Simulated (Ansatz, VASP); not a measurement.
## C in VASP and in Ansatz

File INCAR:

```
PREC = Accurate
ENCUT = 520
EDIFF = 1E-6
ISMEAR = 0
SIGMA = 0.05
LREAL = F
LASPH = T
NELM = 80
ALGO = Normal
ISIF = 2
LWAVE = F
LCHARG = F
GGA = PS
IVDW = 12
NBANDS = 11
```

The input KPOINTS:

```
regular mesh
0
Gamma
  15 15 15
```

File POSCAR:

```
C
1.0
    1.2290461105      0.7095901028      3.2829684898
   -1.2290461105      0.7095901028      3.2829684898
    0.0000000000     -1.4191802055      3.2829684898
C
2
Direct
    0.1871033693      0.1871033693      0.1448254403
    0.8128966307      0.8128966307      0.8551745597
```

Input for Ansatz:

```yaml
crystal:
  lattice:
    - [1.2290461105, 0.7095901028, 3.2829684898]
    - [-1.2290461105, 0.7095901028, 3.2829684898]
    - [0.0, -1.4191802055, 3.2829684898]
  atoms:
    - { symbol: C, position: [0.1871033693, 0.1871033693, 0.1448254403] }
    - { symbol: C, position: [0.8128966307, 0.8128966307, 0.8551745597] }
basis:
  ecutwfc: 520.0
kpoints:
  mp_grid: { grid: [15, 15, 15] }
hamiltonian:
  xc: pbesol
  pseudopotentials: { kind: paw, azcp: { folder: soft_1 } }
  dispersion: d3bj
scf:
  occupations: { method: gaussian, width: 0.05 }
output:
  forces: true
  stress: true
  eigenvalues: true
```

Change from the starting cell: mode 4 frozen in at +0.063 Å and mode 6 at +0.060 Å (largest displacements).

Alike in both runs: task single point; functional PBEsol; dispersion D3(BJ); k mesh 15 × 15 × 15; occupations gaussian, width 0.05 eV; no spin polarisation.

```csv
,VASP,Ansatz
version,VASP 6.6.1,Ansatz 0.2.0
potentials or method,"VASP PAW PBE potentials, release 64 (C), cutoff 520 eV","scalar-relativistic, plane waves, PAW"
valence electrons in the cell,8,8
```

|  | VASP | Ansatz | Ansatz less VASP |
| --- | --- | --- | --- |
| gap on the k mesh at the Fermi level (eV) | 0.55 | 0.55 | +0.001 |
| least direct gap on the mesh (eV) | 0.68 | 0.68 | 0.000 |
| pressure (GPa) | 5.4 | 4.8 | -0.65 |
| traceless stress, the component that is largest in VASP (GPa) | 15.97 | 15.30 | -0.675 |
| rms of the force components (eV/Å) | 3.331 | 3.324 | -0.0068 |

VASP's potentials were made for PBE, not for PBEsol, and Ansatz warns of the same on its side. Atom by atom the forces differ by 0.011 eV/Å (rms over components).
